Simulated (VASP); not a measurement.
# BN (I-4m2) in VASP: further runs

Runs on BN. Level: PBE. Tasks: electric field gradients.

All numbers are computed with VASP 6.6.1; they aren't measurements. Logs are shortened: lines on timing, memory, paths and dates and some standing lists are left out, and cuts for length are marked.

**1. The cell of the first run**

The structure is tetragonal, space group I-4m2 (No. 119). The conventional cell has a = 2.505 Å, b = 2.505 Å, c = 3.615 Å, α = 90.00°, β = 90.00°, γ = 90.00°. B (site symmetry -4m2) has 4 N at 1.54 Å within 2.1 Å. Within 2.1 Å of N (site symmetry -4m2) lie 4 B at 1.54 Å.

**2. Electric field gradients, PBE (equal xx and yy strain of -2 %)**

Contents of INCAR:

```
PREC     = Accurate       # precision mode
ENCUT    = 520            # plane-wave cutoff, eV
EDIFF    = 1E-8           # SCF threshold, eV
ISMEAR   = -1             # smearing method
SIGMA    = 0.03           # smearing width, eV
LREAL    = False          # projectors in reciprocal space
LASPH    = True           # aspherical terms in the spheres
NELM     = 120            # most SCF steps
ALGO     = Normal         # electronic algorithm
ISIF     = 2              # what is computed and relaxed
LWAVE    = False          # write WAVECAR
LCHARG   = False          # write CHGCAR
GGA      = PE             # functional
LEFG     = True         
NBANDS   = 11             # bands
GGA_COMPAT= False
```

Contents of KPOINTS:

```
regular mesh
0
Gamma
  13 13 13
```

Contents of POSCAR:

```
BN
1.0
    0.0000000000      1.7713500000      1.8075000000
    1.7713500000      0.0000000000      1.8075000000
    1.7713500000      1.7713500000      0.0000000000
B N
1 1
Direct
    0.0000000000      0.0000000000      0.0000000000
    0.7500000000      0.7500000000      0.7500000000
```

Potentials or basis: VASP PAW PBE potentials, release 64 (B, N).

The run is started by

```bash
> cat potpaw_PBE.64/B/POTCAR potpaw_PBE.64/N/POTCAR > POTCAR
> mpirun -np 1 vasp_std > vasp.out
```

OUTCAR:

```text
PREC = Accurate
   ENCUT = 520
   EDIFF = 1E-8
   ISMEAR = -1
   LREAL = False
   LASPH = True
   NELM = 120
   ISIF = 2
   GGA = PE

 ion  position               nearest neighbor table
   1  0.000  0.000  0.000-   2 1.54   2 1.54   2 1.54   2 1.54
   2  0.750  0.750  0.750-   1 1.54   1 1.54   1 1.54   1 1.54

  LATTYP: Found a body centered tetragonal cell.
 ALAT       =     2.5050671937
 C/A-ratio  =     1.4430750636

  Lattice vectors:

 A1 = (  -1.7713500000,   0.0000000000,   1.8075000000)
 A2 = (   1.7713500000,   0.0000000000,   1.8075000000)
 A3 = (   0.0000000000,   1.7713500000,  -1.8075000000)

Analysis of symmetry for initial positions (statically):
=====================================================================
 Subroutine PRICEL returns:
 Original cell was already a primitive cell.

 Routine SETGRP: Setting up the symmetry group for a
 body centered tetragonal supercell.

 Subroutine GETGRP returns: Found  8 space group operations
 (whereof  8 operations were pure point group operations)
 out of a pool of 16 trial point group operations.

The static configuration has the point symmetry D_2d.

Analysis of symmetry for dynamics (positions and initial velocities):
=====================================================================
 Subroutine PRICEL returns:
 Original cell was already a primitive cell.

 Routine SETGRP: Setting up the symmetry group for a
 body centered tetragonal supercell.

 Subroutine GETGRP returns: Found  8 space group operations
 (whereof  8 operations were pure point group operations)
 out of a pool of 16 trial point group operations.

The dynamic configuration has the point symmetry D_2d.

 Subroutine INISYM returns: Found  8 space group operations
 (whereof  8 operations are pure point group operations),
 and found     1 'primitive' translations

----------------------------------------------------------------------------------------

                                     Primitive cell

  volume of cell :      11.3427

  direct lattice vectors                    reciprocal lattice vectors
     0.000000000  1.771350000  1.807500000    -0.282270585  0.282270585  0.276625173
     1.771350000  0.000000000  1.807500000     0.282270585 -0.282270585  0.276625173
     1.771350000  1.771350000  0.000000000     0.282270585  0.282270585 -0.276625173

  length of vectors
     2.530758201  2.530758201  2.505067194     0.485669489  0.485669489  0.485669489

  position of ions in fractional coordinates (direct lattice)
     0.000000000  0.000000000  0.000000000
     0.750000000  0.750000000  0.750000000

  ion indices of the primitive-cell ions
   primitive index   ion index
                 1           1
                 2           2

----------------------------------------------------------------------------------------

 KPOINTS: regular mesh

Automatic generation of k-mesh.
 Grid dimensions read from file:
 generate k-points for:   13   13   13

 Generating k-lattice:

  Cartesian coordinates                     Fractional coordinates (reciprocal lattice)
    -0.021713122  0.021713122  0.021278859     0.076923077  0.000000000  0.000000000
     0.021713122 -0.021713122  0.021278859     0.000000000  0.076923077  0.000000000
     0.021713122  0.021713122 -0.021278859     0.000000000  0.000000000  0.076923077

  Length of vectors
     0.037359191  0.037359191  0.037359191

  Shift w.r.t. Gamma in fractional coordinates (k-lattice)
     0.000000000  0.000000000  0.000000000

 Subroutine IBZKPT returns following result:
 ===========================================

 Found    196 irreducible k-points:

 Following reciprocal coordinates:
            Coordinates               Weight
  0.000000  0.000000  0.000000      1.000000
  0.076923  0.000000  0.000000      8.000000
  0.153846  0.000000  0.000000      8.000000
  0.230769 -0.000000  0.000000      8.000000
  0.307692  0.000000  0.000000      8.000000
  0.384615  0.000000  0.000000      8.000000
[... 16 lines left out ...]
  0.384615  0.153846  0.000000      8.000000
  0.461538  0.153846  0.000000      8.000000
 [... further k-points ...]
   k-points           NKPTS =    196   k-points in BZ     NKDIM =    196   number of bands    NBANDS=     11
   number of dos      NEDOS =    301   number of ions     NIONS =      2
   total plane-waves  NPLWV =   8000
   dimension x,y,z NGX =    20 NGY =   20 NGZ =   20
   dimension x,y,z NGXF=    40 NGYF=   40 NGZF=   40
   ions per type =               1   1
   NGX,Y,Z   is equivalent  to a cutoff of  13.14, 13.14, 13.27 a.u.
   NGXF,Y,Z  is equivalent  to a cutoff of  26.28, 26.28, 26.55 a.u.
 SYSTEM =  unknown system
   PREC   = accura    normal or accurate (medium, high low for compatibility)
   ISTART =      0    job   : 0-new  1-cont  2-samecut
   ICHARG =      2    charge: 1-file 2-atom 10-const
   ISPIN  =      1    spin polarized calculation?
   LNONCOLLINEAR =      F non collinear calculations
   LSORBIT =      F    spin-orbit coupling
   LASPH  =      T    aspherical Exc in radial PAW
   ENCUT  =  520.0 eV  38.22 Ry    6.18 a.u.   4.71  4.71  4.66*2*pi/ulx,y,z
   NELM   =    120;   NELMIN=  2; NELMDL= -5     # of ELM steps
   EDIFF  = 0.1E-07   stopping-criterion for ELM
   LREAL  =      F    real-space projection
   EDIFFG = 0.1E-06   stopping-criterion for IOM
   NSW    =      0    number of steps for IOM
   IBRION =     -1    ionic relax: 0-MD 1-quasi-New 2-CG
   NFREE  =      0    steps in history (QN), initial steepest desc. (CG)
   ISIF   =      2    stress and relaxation
   ISYM   =      2    0-nonsym 1-usesym 2-fastsym
   POTIM  = 0.5000    time-step for ionic-motion
   TEBEG  =    0.0;   TEEND  =   0.0 temperature during run
   PSTRESS=    0.0 pullay stress
   NELECT =       8.0000    total number of electrons
   NUPDOWN=      -1.0000    fix difference up-down
   EMIN   =  10.00;   EMAX   =-10.00  energy-range for DOS
   EFERMI =   0.00;   METHOD = LEGACY
   ISMEAR =    -1;   SIGMA  =   0.03  broadening in eV -4-tet -1-fermi 0-gaus
   EFERMI_NEDOS =   21; number of points for ismear=-14 and -15
   IALGO  =     38    algorithm
   IMIX   =      4    mixing-type and parameters
     AMIX     =   0.40;   BMIX     =  1.00
     AMIX_MAG =   1.60;   BMIX_MAG =  1.00
  volume/ion in A,a.u.               =       5.67        38.27
  Fermi-wavevector in a.u.,A,eV,Ry     =   1.457245  2.753793 28.892815  2.123562
  Thomas-Fermi vector in A             =   2.574069
   LORBIT       =      0    0 simple, 1 ext, 2 COOP (PROOUT), +10 PAW based schemes
   GGA     = PE    functional components
   LHFCALC =     F    Hartree Fock is set to
   AEXX    =    0.0000 exact exchange contribution
   IVDW    =     0    specifies the selected vdW correction
   LEPSILON=     F    determine dielectric tensor
   LRPA    =     F    only Hartree local field effects (RPA)
 non-spin polarized calculation
  energy-cutoff  :      520.00
  volume of cell :       11.34
 maximum number of plane-waves:       322
   NGX =  9   NGY =  9   NGZ =  9

 number of electron       7.9999998 magnetization

 Free energy of the ion-electron system (eV)
  ---------------------------------------------------
  ext. energy  EPLUGINS =         0.00000000
  ---------------------------------------------------
  free energy    TOTEN  =       -17.40940314 eV

  energy without entropy =      -17.40940314  energy(sigma->0) =      -17.40940314

 E-fermi :   8.5320     XC(G=0): -13.0232

 val. band max:        7.9802930943   @ k =   0.0000   0.0000   0.0000
 cond. band min:      12.3721561190   @ k =   0.4615   0.0000   0.4615
 fundamental gap:      4.3918630248
 Fermi energy:         8.5320382662

 k-point     1 :       0.0000    0.0000    0.0000
  band No.  band energies     occupation
      1     -12.7879      2.00000
      2       7.7682      2.00000
      3       7.9803      2.00000
      4       7.9803      2.00000
      5      16.8777      0.00000
      6      16.8777      0.00000
      7      17.0232      0.00000
      8      18.9216      0.00000
      9      33.4330      0.00000
     10      35.5819      0.00000
     11      36.0891      0.00000

 k-point     2 :       0.0769    0.0000    0.0000
  band No.  band energies     occupation
      1     -12.6390      2.00000
      2       7.0876      2.00000
      3       7.6838      2.00000
      4       7.8249      2.00000
      5      17.0788      0.00000
      6      17.1271      0.00000
      7      17.2972      0.00000
      8      19.3783      0.00000
      9      33.1336      0.00000
     10      33.6413      0.00000
     11      34.4551      0.00000

 k-point     3 :       0.1538    0.0000    0.0000
  band No.  band energies     occupation
      1     -12.1968      2.00000
      2       5.1835      2.00000
      3       7.2492      2.00000
      4       7.4371      2.00000
      5      17.4586      0.00000
      6      17.7344      0.00000
      7      17.8735      0.00000
      8      20.5206      0.00000
      9      32.0377      0.00000
     10      32.6592      0.00000
     11      32.7744      0.00000
[... 267 lines left out ...]
 k-point    23 :       0.3846    0.1538    0.0000
  band No.  band energies     occupation
      1      -9.7360      2.00000
      2       0.1748      2.00000
      3       4.9540      2.00000
      4       5.1496      2.00000
      5      16.8810      0.00000
      6      20.3461      0.00000
      7      20.9625      0.00000
      8      22.0516      0.00000
      9      28.5110      0.00000
     10      34.6242      0.00000
     11      36.5734      0.00000

 k-point    24 :       0.4615    0.1538    0.0000
  band No.  band energies     occupation
      1      -8.6897      2.00000
      2      -1.6204      2.00000
      3       4.3556      2.00000
      4       5.1298      2.00000
      5      17.1985      0.00000
      6      20.3519      0.00000
      7      20.8345      0.00000
      8      23.2067      0.00000
      9      29.2656      0.00000
     10      34.7600      0.00000
     11      36.5989      0.00000

 [... further k-points ...]

------------------------ aborting loop because EDIFF is reached ----------------------------------------

  FORCE on cell =-STRESS in cart. coord.  units (eV):
  Direction    XX          YY          ZZ          XY          YZ          ZX
  --------------------------------------------------------------------------------------
  -------------------------------------------------------------------------------------
  Total        1.7328832      1.7328832      0.7930134      0.0000000      0.0000000      0.0000000
  in kB      244.7725984    244.7725984    112.0144511      0.0000000      0.0000000      0.0000000
  external PRESSURE =     200.5198826 kB  Pullay stress =       0.0000000 kB

 VOLUME and BASIS-vectors are now :
 -----------------------------------------------------------------------------
  energy-cutoff  :      520.00
  volume of cell :       11.34
      direct lattice vectors                 reciprocal lattice vectors
     0.000000000  1.771350000  1.807500000    -0.282270585  0.282270585  0.276625173
     1.771350000  0.000000000  1.807500000     0.282270585 -0.282270585  0.276625173
     1.771350000  1.771350000  0.000000000     0.282270585  0.282270585 -0.276625173

 POSITION                                       TOTAL-FORCE (eV/Angst)
 -----------------------------------------------------------------------------------
      0.00000      0.00000      0.00000        -0.000000     -0.000000     -0.000000
      2.65702      2.65702      2.71125         0.000000      0.000000      0.000000
 -----------------------------------------------------------------------------------
    total drift:                                0.000001      0.000001     -0.000001

  FREE ENERGIE OF THE ION-ELECTRON SYSTEM (eV)
  ---------------------------------------------------
  free  energy   TOTEN  =       -17.4094031385 eV

  energy  without entropy=      -17.4094031385  energy(sigma->0) =      -17.40940314

 Electric field gradients (V/A^2)
---------------------------------------------------------------------
 ion       V_xx      V_yy      V_zz      V_xy      V_xz      V_yz
---------------------------------------------------------------------
   1       0.358     0.358    -0.717    -0.000    -0.000    -0.000
   2      -1.703    -1.703     3.406    -0.001    -0.000    -0.000
---------------------------------------------------------------------

 Electric field gradients after diagonalization (V/A^2)
 (convention: |V_zz| > |V_xx| > |V_yy|)
----------------------------------------------------------------------
 ion       V_xx      V_yy      V_zz     asymmetry (V_yy - V_xx)/ V_zz
----------------------------------------------------------------------
   1       0.358     0.358    -0.717       0.000
   2      -1.704    -1.702     3.406       0.001
----------------------------------------------------------------------

           NMR quadrupolar parameters

 Cq : quadrupolar parameter    Cq=e*Q*V_zz/h
 eta: asymmetry parameters     (V_yy - V_xx)/ V_zz
 Q  : nuclear electric quadrupole moment in mb (millibarn)
----------------------------------------------------------------------
 ion       Cq(MHz)       eta       Q (mb)
----------------------------------------------------------------------
   1      -0.002       0.000       1.000
   2       0.008       0.001       1.000
----------------------------------------------------------------------
```

It took 23 s on 1 thread of AMD EPYC 7R13, shared host; peak memory 0.11 GiB.

Results:

```yaml
Free_energy: -17.4094 eV
Pressure: 20.1 GPa
Band_gap_on_the_k_mesh: 4.39 eV (least direct gap 8.90 eV)
Largest_electric_field_gradient_by_atom: B -0.7; N +3.4 V/Å²
```

Electric field gradients, principal values (V/Å²):
```csv
atom,least,middle,greatest (by size)
1 B,0.358,0.358,-0.717
2 N,-1.702,-1.704,3.406
```

Caveat: the cell differs from its parent crystal (equal xx and yy strain of -2 %); the stress differs along the axes, from 11 to 24 GPa; without QUAD_EFG the Cq values of the log hold for a quadrupole moment of 1 mb, not for the nuclei.

**3. Electric field gradients, PBE (equal xx and yy strain of -2 %)**

Contents of INCAR:

```
SYSTEM = BN
PREC     = Accurate       ! precision mode
ENCUT    = 520            ! plane-wave cutoff, eV
EDIFF    = 1E-8           ! SCF threshold, eV
ISMEAR   = -1             ! smearing method
SIGMA    = 0.03           ! smearing width, eV
LREAL    = .False.        ! projectors in reciprocal space
LASPH    = .True.         ! aspherical terms in the spheres
NELM     = 120            ! most SCF steps
ALGO     = Normal         ! electronic algorithm
ISIF     = 2              ! what is computed and relaxed
LWAVE    = .False.        ! write WAVECAR
LCHARG   = .False.        ! write CHGCAR
GGA      = PE             ! functional
LEFG     = .True.       
NBANDS   = 11             ! bands
GGA_COMPAT= .False.
```

Contents of KPOINTS:

```
Automatic mesh
0
Gamma
  13 13 13
  0 0 0
```

POSCAR is that of step 2.

Potentials or basis: VASP PAW PBE potentials, release 64 (B, N).

The run is started by

```bash
> cat potpaw_PBE.64/B/POTCAR potpaw_PBE.64/N/POTCAR > POTCAR
> mpirun -np 1 vasp_std > vasp.out
```

OUTCAR:

```text
SYSTEM = BN
   PREC = Accurate
   ENCUT = 520
   EDIFF = 1E-8
   ISMEAR = -1
   LREAL = .False.
   LASPH = .True.
   NELM = 120
   ISIF = 2
   GGA = PE

 ion  position               nearest neighbor table
   1  0.000  0.000  0.000-   2 1.54   2 1.54   2 1.54   2 1.54
   2  0.750  0.750  0.750-   1 1.54   1 1.54   1 1.54   1 1.54

  LATTYP: Found a body centered tetragonal cell.
 ALAT       =     2.5050671937
 C/A-ratio  =     1.4430750636

  Lattice vectors:

 A1 = (  -1.7713500000,   0.0000000000,   1.8075000000)
 A2 = (   1.7713500000,   0.0000000000,   1.8075000000)
[... 548 lines left out ...]
  free  energy   TOTEN  =       -17.4094031385 eV

  energy  without entropy=      -17.4094031385  energy(sigma->0) =      -17.40940314

 Electric field gradients (V/A^2)
---------------------------------------------------------------------
 ion       V_xx      V_yy      V_zz      V_xy      V_xz      V_yz
---------------------------------------------------------------------
   1       0.358     0.358    -0.717    -0.000    -0.000    -0.000
   2      -1.703    -1.703     3.406    -0.001    -0.000    -0.000
---------------------------------------------------------------------

 Electric field gradients after diagonalization (V/A^2)
 (convention: |V_zz| > |V_xx| > |V_yy|)
----------------------------------------------------------------------
 ion       V_xx      V_yy      V_zz     asymmetry (V_yy - V_xx)/ V_zz
----------------------------------------------------------------------
   1       0.358     0.358    -0.717       0.000
   2      -1.704    -1.702     3.406       0.001
----------------------------------------------------------------------

           NMR quadrupolar parameters

 Cq : quadrupolar parameter    Cq=e*Q*V_zz/h
 eta: asymmetry parameters     (V_yy - V_xx)/ V_zz
 Q  : nuclear electric quadrupole moment in mb (millibarn)
----------------------------------------------------------------------
 ion       Cq(MHz)       eta       Q (mb)
----------------------------------------------------------------------
   1      -0.002       0.000       1.000
   2       0.008       0.001       1.000
----------------------------------------------------------------------
```

OSZICAR:

```text
N       E                     dE             d eps       ncg     rms          rms(c)
DAV:   1     0.105630858105E+02    0.10563E+02   -0.49999E+03  4416   0.722E+02
DAV:   2    -0.179405179259E+02   -0.28504E+02   -0.27790E+02  5163   0.168E+02
DAV:   3    -0.184394339073E+02   -0.49892E+00   -0.49829E+00  5092   0.187E+01
DAV:   4    -0.184399689209E+02   -0.53501E-03   -0.53501E-03  4585   0.693E-01
DAV:   5    -0.184399693743E+02   -0.45338E-06   -0.45396E-06  5032   0.199E-02    0.694E+00
DAV:   6    -0.175100798879E+02    0.92989E+00   -0.28771E+00  4525   0.100E+01    0.341E+00
DAV:   7    -0.174245819226E+02    0.85498E-01   -0.12387E-01  4876   0.286E+00    0.198E+00
DAV:   8    -0.174091089556E+02    0.15473E-01   -0.37214E-02  4809   0.142E+00    0.215E-01
DAV:   9    -0.174093165055E+02   -0.20755E-03   -0.90088E-04  4558   0.261E-01    0.876E-02
DAV:  10    -0.174093982829E+02   -0.81777E-04   -0.11552E-04  4780   0.917E-02    0.155E-02
DAV:  11    -0.174094031093E+02   -0.48264E-05   -0.82435E-06  4933   0.238E-02    0.106E-02
DAV:  12    -0.174094031378E+02   -0.28483E-07   -0.14394E-06  4762   0.829E-03    0.617E-04
DAV:  13    -0.174094031385E+02   -0.76523E-09   -0.21787E-08  4831   0.144E-03
   1 F= -.17409403E+02 E0= -.17409403E+02  d E =-.115227E-10
```

stdout:

```text
POSCAR found type information on POSCAR B N
 POSCAR found :  2 types and       2 ions
 scaLAPACK will be used
 LDA part: xc-table for (Slater+PW92), standard interpolation
 POSCAR, INCAR and KPOINTS ok, starting setup
 FFT: planning ... GRIDC
 FFT: planning ... GRID_SOFT
 FFT: planning ... GRID
 WAVECAR not read
 entering main loop
ion   1

ion   2
```

It took 22 s on 1 thread of AMD EPYC 7R13, shared host; peak memory 0.11 GiB.

What came out:

- Free energy: -17.4094 eV
- Pressure: 20.1 GPa
- Band gap on the k mesh: 4.39 eV (least direct gap 8.90 eV)
- Largest electric field gradient by atom: B -0.7; N +3.4 V/Å²

Levels at points of the mesh, in eV from the valence-band top:
```tsv
k point	band 1	band 2	band 3	band 4	band 5	band 6	band 7	band 8
(0.00, 0.00, 0.00)	-20.77	-0.21	0.00	0.00	8.90	8.90	9.04	10.94
```

Electric field gradients, principal values (V/Å²):
| atom | least | middle | greatest (by size) |
| --- | --- | --- | --- |
| 1 B | 0.358 | 0.358 | -0.717 |
| 2 N | -1.702 | -1.704 | 3.406 |

Caveat: the cell differs from its parent crystal (equal xx and yy strain of -2 %); the stress differs along the axes, from 11 to 24 GPa; without QUAD_EFG the Cq values of the log hold for a quadrupole moment of 1 mb, not for the nuclei. A k mesh can miss the band edges.

[end of part 1 of 4]
